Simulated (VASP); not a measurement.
Set up this calculation in VASP 6.6.1, as the native input.

- Task: single point
- Functional: PBE
- Potentials or basis: VASP PAW PBE potentials, release 64 (Al, N)
- Cutoff: 520 eV
- k mesh: 9 × 9 × 6
- Occupations: gaussian, width 0.05 eV
- Spin: no spin polarisation
- Dipole correction: no
- Further INCAR settings: ALGO = Normal; EDIFF = 1e-07; NBANDS = 16

The structure of AlN lies in POSCAR:

```
AlN
1.0
    3.0673000000      0.0000000000      0.0000000000
   -1.5336500000      2.6563597210      0.0000000000
    0.0000000000      0.0000000000      5.0169562961
Al N
2 2
Direct
    0.3333333333      0.6666666667      0.0035960635
    0.6666666667      0.3333333333      0.5035960635
    0.3333333333      0.6666666667      0.3814039365
    0.6666666667      0.3333333333      0.8814039365
```

One way to write it, as run:

INCAR

```
PREC = Accurate
ENCUT = 520
EDIFF = 1E-7
ISMEAR = 0
SIGMA = 0.05
LREAL = F
LASPH = T
NELM = 60
ALGO = Normal
ISIF = 2
LWAVE = F
LCHARG = T
GGA = PE
LELF = T
LVHAR = T
NBANDS = 16
```

KPOINTS

```
regular mesh
0
Gamma
  9 9 6
```

Potentials or basis: VASP PAW PBE potentials, release 64 (Al, N).

Command:

```sh
$ cat potpaw_PBE.64/Al/POTCAR potpaw_PBE.64/N/POTCAR > POTCAR
$ mpirun -np 1 vasp_std > vasp.out
```

It gave:

| Quantity | Value |
| --- | --- |
| Pressure | 8.5 GPa |
| Largest force | 0.008 eV/Å |
| Band gap on the k mesh | 4.50 eV, direct |

Wall time 19 s on 1 thread of AMD EPYC 9R45 (Zen 5), on a shared host, peak memory 0.13 GiB.
